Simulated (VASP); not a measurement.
# BP (F-43m) in VASP: further runs

BP is run at these levels: r2SCAN; tasks: phonons.

All numbers are computed with VASP 6.6.1; they aren't measurements. Logs are shortened: lines on timing, memory, paths and dates and some standing lists are left out, and cuts for length are marked.

### Step 1. The cell of the first run

Symmetry: F-43m, No. 216, cubic system. Conventional cell: a = 4.519 Å, b = 4.519 Å, c = 4.519 Å, α = 90.00°, β = 90.00°, γ = 90.00°. B (site symmetry -43m) has 4 P at 1.96 Å within 2.6 Å. Within 2.6 Å of P (site symmetry -43m) lie 4 B at 1.96 Å.

### Step 2. Phonons, r2SCAN

File INCAR:

```
SYSTEM = BP
ALGO = Normal
EDIFF = 1E-8
ENCUT = 520
IBRION = 6
ISIF = 2
ISMEAR = 0
LASPH = .TRUE.
LCHARG = .FALSE.
LMIXTAU = .TRUE.
LREAL = .FALSE.
LWAVE = .FALSE.
METAGGA = R2SCAN
NELM = 60
NFREE = 2
NSW = 1
POTIM = 0.015
PREC = Accurate
SIGMA = 0.01
```

File KPOINTS:

```
k-points
0
G
  8 8 8
  0 0 0
```

File POSCAR:

```
BP
1.0
    2.2595749749      2.2595749749      0.0000000000
   -2.2595749749      2.2595749749      0.0000000000
    0.0000000000      2.2595749749      2.2595749749
B P
1 1
Direct
    0.0000000000      0.0000000000      0.0000000000
    0.7500000000      0.2500000000      0.5000000000
```

Potentials or basis: VASP PAW PBE potentials, release 64 (B, P).

Run with:

```console
$ cat potpaw_PBE.64/B/POTCAR potpaw_PBE.64/P/POTCAR > POTCAR
$ mpirun -np 1 vasp_std > vasp.out
```

OUTCAR:

```text
SYSTEM = BP
   EDIFF = 1E-8
   ENCUT = 520
   IBRION = 6
   ISIF = 2
   ISMEAR = 0
   LASPH = .TRUE.
   LREAL = .FALSE.
   METAGGA = R2SCAN
   NELM = 60
   NFREE = 2
   NSW = 1
   POTIM = 0.015
   PREC = Accurate

 ion  position               nearest neighbor table
   1  0.000  0.000  0.000-   2 1.96   2 1.96   2 1.96   2 1.96
   2  0.750  0.250  0.500-   1 1.96   1 1.96   1 1.96   1 1.96

  LATTYP: Found a face centered cubic cell.
 ALAT       =     4.5191499498

  Lattice vectors:

 A1 = (   0.0000000000,   2.2595749749,   2.2595749749)
 A2 = (   2.2595749749,   0.0000000000,   2.2595749749)
 A3 = (   2.2595749749,   2.2595749749,   0.0000000000)

Analysis of symmetry for initial positions (statically):
=====================================================================
 Subroutine PRICEL returns:
 Original cell was already a primitive cell.

 Routine SETGRP: Setting up the symmetry group for a
 face centered cubic supercell.

 Subroutine GETGRP returns: Found 24 space group operations
 (whereof 24 operations were pure point group operations)
 out of a pool of 48 trial point group operations.

The static configuration has the point symmetry T_d .

Analysis of symmetry for dynamics (positions and initial velocities):
=====================================================================
 Subroutine PRICEL returns:
 Original cell was already a primitive cell.

 Routine SETGRP: Setting up the symmetry group for a
 face centered cubic supercell.

 Subroutine GETGRP returns: Found 24 space group operations
 (whereof 24 operations were pure point group operations)
 out of a pool of 48 trial point group operations.

The dynamic configuration has the point symmetry T_d .

 Subroutine INISYM returns: Found 24 space group operations
 (whereof 24 operations are pure point group operations),
 and found     1 'primitive' translations

----------------------------------------------------------------------------------------

                                     Primitive cell

  volume of cell :      23.0733

  direct lattice vectors                    reciprocal lattice vectors
     2.259574975  2.259574975  0.000000000     0.221280553  0.221280553 -0.221280553
    -2.259574975  2.259574975  0.000000000    -0.221280553  0.221280553 -0.221280553
     0.000000000  2.259574975  2.259574975     0.000000000  0.000000000  0.442561106

  length of vectors
     3.195521575  3.195521575  3.195521575     0.383269161  0.383269161  0.442561106

  position of ions in fractional coordinates (direct lattice)
     0.000000000  0.000000000  0.000000000
     0.750000000  0.250000000  0.500000000

  ion indices of the primitive-cell ions
   primitive index   ion index
                 1           1
                 2           2

----------------------------------------------------------------------------------------

 KPOINTS: k-points

Automatic generation of k-mesh.
 Grid dimensions read from file:
 generate k-points for:    8    8    8

 Generating k-lattice:

  Cartesian coordinates                     Fractional coordinates (reciprocal lattice)
     0.027660069  0.027660069 -0.027660069     0.125000000  0.000000000  0.000000000
    -0.027660069  0.027660069 -0.027660069     0.000000000  0.125000000  0.000000000
     0.000000000  0.000000000  0.055320138     0.000000000  0.000000000  0.125000000

  Length of vectors
     0.047908645  0.047908645  0.055320138

  Shift w.r.t. Gamma in fractional coordinates (k-lattice)
     0.000000000  0.000000000  0.000000000

 Subroutine IBZKPT returns following result:
 ===========================================

 Found     29 irreducible k-points:

 Following reciprocal coordinates:
            Coordinates               Weight
  0.000000  0.000000  0.000000      1.000000
  0.125000  0.000000  0.000000      8.000000
  0.250000  0.000000  0.000000      8.000000
  0.375000  0.000000  0.000000      8.000000
  0.500000  0.000000  0.000000      4.000000
  0.125000  0.125000  0.000000     12.000000
[... 16 lines left out ...]
  0.375000  0.250000  0.125000     48.000000
  0.500000  0.250000  0.125000     24.000000
 [... further k-points ...]
   k-points           NKPTS =     29   k-points in BZ     NKDIM =     29   number of bands    NBANDS=      8
   number of dos      NEDOS =    301   number of ions     NIONS =      2
   total plane-waves  NPLWV =  13824
   dimension x,y,z NGX =    24 NGY =   24 NGZ =   24
   dimension x,y,z NGXF=    48 NGYF=   48 NGZF=   48
   ions per type =               1   1
   NGX,Y,Z   is equivalent  to a cutoff of  12.49, 12.49, 12.49 a.u.
   NGXF,Y,Z  is equivalent  to a cutoff of  24.97, 24.97, 24.97 a.u.
 SYSTEM =  BP
   PREC   = accura    normal or accurate (medium, high low for compatibility)
   ISTART =      0    job   : 0-new  1-cont  2-samecut
   ICHARG =      2    charge: 1-file 2-atom 10-const
   ISPIN  =      1    spin polarized calculation?
   LNONCOLLINEAR =      F non collinear calculations
   LSORBIT =      F    spin-orbit coupling
   LASPH  =      T    aspherical Exc in radial PAW
   ENCUT  =  520.0 eV  38.22 Ry    6.18 a.u.   5.94  5.94  5.94*2*pi/ulx,y,z
   NELM   =     60;   NELMIN=  2; NELMDL= -5     # of ELM steps
   EDIFF  = 0.1E-07   stopping-criterion for ELM
   LREAL  =      F    real-space projection
   EDIFFG = 0.1E-06   stopping-criterion for IOM
   NSW    =     61    number of steps for IOM
   IBRION =      6    ionic relax: 0-MD 1-quasi-New 2-CG
   NFREE  =      2    steps in history (QN), initial steepest desc. (CG)
   ISIF   =      2    stress and relaxation
   ISYM   =      2    0-nonsym 1-usesym 2-fastsym
   POTIM  = 0.0150    time-step for ionic-motion
   TEBEG  =    0.0;   TEEND  =   0.0 temperature during run
   PSTRESS=    0.0 pullay stress
   NELECT =       8.0000    total number of electrons
   NUPDOWN=      -1.0000    fix difference up-down
   EMIN   =  10.00;   EMAX   =-10.00  energy-range for DOS
   EFERMI =   0.00;   METHOD = LEGACY
   ISMEAR =     0;   SIGMA  =   0.01  broadening in eV -4-tet -1-fermi 0-gaus
   EFERMI_NEDOS =   21; number of points for ismear=-14 and -15
   IALGO  =     38    algorithm
   IMIX   =      4    mixing-type and parameters
     AMIX     =   0.40;   BMIX     =  1.00
     AMIX_MAG =   1.60;   BMIX_MAG =  1.00
  volume/ion in A,a.u.               =      11.54        77.85
  Fermi-wavevector in a.u.,A,eV,Ry     =   1.150098  2.173370 17.996763  1.322725
  Thomas-Fermi vector in A             =   2.286764
   LORBIT       =      0    0 simple, 1 ext, 2 COOP (PROOUT), +10 PAW based schemes
   METAGGA = R2SCAN    functional components
   LHFCALC =     F    Hartree Fock is set to
   AEXX    =    0.0000 exact exchange contribution
   IVDW    =     0    specifies the selected vdW correction
   LEPSILON=     F    determine dielectric tensor
   LRPA    =     F    only Hartree local field effects (RPA)
 finite differences with symmetry
 non-spin polarized calculation
 Gauss-broadening in eV      SIGMA  =   0.01
  energy-cutoff  :      520.00
  volume of cell :       23.07
 maximum number of plane-waves:       636
   NGX = 11   NGY = 11   NGZ = 11

--------------------------------------- Ionic step        1  -------------------------------------------

 number of electron       8.0000001 magnetization

 Free energy of the ion-electron system (eV)
  ---------------------------------------------------
  ext. energy  EPLUGINS =         0.00000000
  ---------------------------------------------------
  free energy    TOTEN  =       -17.30852507 eV

  energy without entropy =      -17.30852507  energy(sigma->0) =      -17.30852507

------------------------ aborting loop because EDIFF is reached ----------------------------------------

  FORCE on cell =-STRESS in cart. coord.  units (eV):
  Direction    XX          YY          ZZ          XY          YZ          ZX
  --------------------------------------------------------------------------------------
  -------------------------------------------------------------------------------------
  Total        0.2147788      0.2147788      0.2147788      0.0000000     -0.0000000      0.0000000
  in kB       14.9139173     14.9139173     14.9139173      0.0000000     -0.0000000      0.0000000
  external PRESSURE =      14.9139173 kB  Pullay stress =       0.0000000 kB
[... 129 lines left out ...]
  energy  without entropy=      -17.3062553768  energy(sigma->0) =      -17.30625538

--------------------------------------- Ionic step        5  -------------------------------------------

 number of electron       8.0000000 magnetization

 Free energy of the ion-electron system (eV)
  ---------------------------------------------------
  ext. energy  EPLUGINS =         0.00000000
  ---------------------------------------------------
  free energy    TOTEN  =       -17.30625540 eV

  energy without entropy =      -17.30625540  energy(sigma->0) =      -17.30625540

 E-fermi :   7.7950     XC(G=0): -11.5572

 val. band max:        7.6637529744   @ k =   0.0000   0.0000   0.0000
 cond. band min:       8.9994559172   @ k =  -0.3750   0.3750   0.0000
 fundamental gap:      1.3357029427
 Fermi energy:         7.7949842400

 k-point     1 :       0.0000    0.0000    0.0000
  band No.  band energies     occupation
      1      -8.8365      2.00000
      2       7.4146      2.00000
      3       7.5404      2.00000
      4       7.6638      2.00000
      5      11.1163      0.00000
      6      11.1969      0.00000
      7      11.2806      0.00000
      8      15.7501      0.00000
[... 243 lines left out ...]
 k-point    24 :       0.5000    0.2500    0.1250
  band No.  band energies     occupation
      1      -4.5708      2.00000
      2      -1.4874      2.00000
      3       2.7236      2.00000
      4       4.2617      2.00000
      5      12.1378      0.00000
      6      13.1399      0.00000
      7      16.5125      0.00000
      8      18.1169      0.00000

 [... further k-points ...]

------------------------ aborting loop because EDIFF is reached ----------------------------------------

  FORCE on cell =-STRESS in cart. coord.  units (eV):
  Direction    XX          YY          ZZ          XY          YZ          ZX
  --------------------------------------------------------------------------------------
  -------------------------------------------------------------------------------------
  Total        0.2151618      0.2191657      0.2191657      0.0000000     -0.1092904      0.0000000
  in kB       14.9405119     15.2185394     15.2185394      0.0000000     -7.5889584      0.0000000
  external PRESSURE =      15.1258636 kB  Pullay stress =       0.0000000 kB
[... 17 lines left out ...]
  FREE ENERGIE OF THE ION-ELECTRON SYSTEM (eV)
  ---------------------------------------------------
  free  energy   TOTEN  =       -17.3062553974 eV

  energy  without entropy=      -17.3062553974  energy(sigma->0) =      -17.30625540

 INTERNAL STRAIN TENSORS FROM DISPLACED ATOMS
 ============================================

 INTERNAL STRAIN TENSOR FOR ION    1 for displacements in x,y,z  (eV/Angst):
          X           Y           Z          XY          YZ          ZX
  --------------------------------------------------------------------------------
  x     0.00000     0.00000     0.00000     0.00000    -7.27144     0.00000
  y     0.00000     0.00000     0.00000     0.00000     0.00000    -7.27144
  z     0.00000     0.00000     0.00000    -7.27144     0.00000     0.00000

 INTERNAL STRAIN TENSOR FOR ION    2 for displacements in x,y,z  (eV/Angst):
          X           Y           Z          XY          YZ          ZX
  --------------------------------------------------------------------------------
  x    -0.00000     0.00000     0.00000     0.00000     7.29417     0.00000
  y     0.00000     0.00000     0.00000     0.00000     0.00000     7.29417
  z     0.00000     0.00000    -0.00000     7.29417     0.00000     0.00000

 Eigenvectors and eigenvalues of the dynamical matrix
 ----------------------------------------------------

   1 f  =   24.801994 THz   155.835527 2PiTHz  827.305483 cm-1   102.572761 meV
             X         Y         Z           dx          dy          dz
      0.000000  0.000000  0.000000     0.000000    0.000000    0.860955
      1.129787  3.389362  1.129787     0.000000    0.000000   -0.508681

   2 f  =   24.801994 THz   155.835527 2PiTHz  827.305483 cm-1   102.572761 meV
             X         Y         Z           dx          dy          dz
      0.000000  0.000000  0.000000     0.000000    0.860955    0.000000
      1.129787  3.389362  1.129787     0.000000   -0.508681    0.000000
[... 11 lines left out ...]
   5 f/i=    0.000763 THz     0.004795 2PiTHz    0.025458 cm-1     0.003156 meV
             X         Y         Z           dx          dy          dz
      0.000000  0.000000  0.000000     0.000000    0.000000   -0.508681
      1.129787  3.389362  1.129787     0.000000    0.000000   -0.860955

   6 f/i=    0.000763 THz     0.004795 2PiTHz    0.025458 cm-1     0.003156 meV
             X         Y         Z           dx          dy          dz
      0.000000  0.000000  0.000000    -0.421719    0.284446    0.000000
      1.129787  3.389362  1.129787    -0.713770    0.481432    0.000000

 ELASTIC MODULI CONTR FROM IONIC RELAXATION (kBar)
 Direction    XX          YY          ZZ          XY          YZ          ZX
 --------------------------------------------------------------------------------
 XX          -0.0000     -0.0000     -0.0000      0.0000      0.0000      0.0000
 YY          -0.0000     -0.0000     -0.0000      0.0000      0.0000     -0.0000
 ZZ          -0.0000     -0.0000     -0.0000      0.0000      0.0000      0.0000
 XY           0.0000      0.0000      0.0000   -182.5864      0.0000     -0.0000
 YZ           0.0000      0.0000      0.0000      0.0000   -182.5864      0.0000
 ZX           0.0000     -0.0000      0.0000     -0.0000      0.0000   -182.5864
 --------------------------------------------------------------------------------
```

Wall time 73 s (1 thread of Intel Xeon 6975P-C (Granite Rapids), shared host); peak memory 0.16 GiB.

Results:

```
Highest phonon frequency at Γ, LO-TO splitting left out : 827 cm⁻¹
```

Phonon frequencies in cm⁻¹ (negative: imaginary):
| q point | frequencies |
| --- | --- |
| (0.000, 0.000, 0.000) | 0 0 0 827 827 827 |

Caveat: the cell stands under pressure or tension, which shifts response properties; the PAW data sets were made with another functional, which shifts forces and pressure a little.

(Continued in part 2 of 2.)
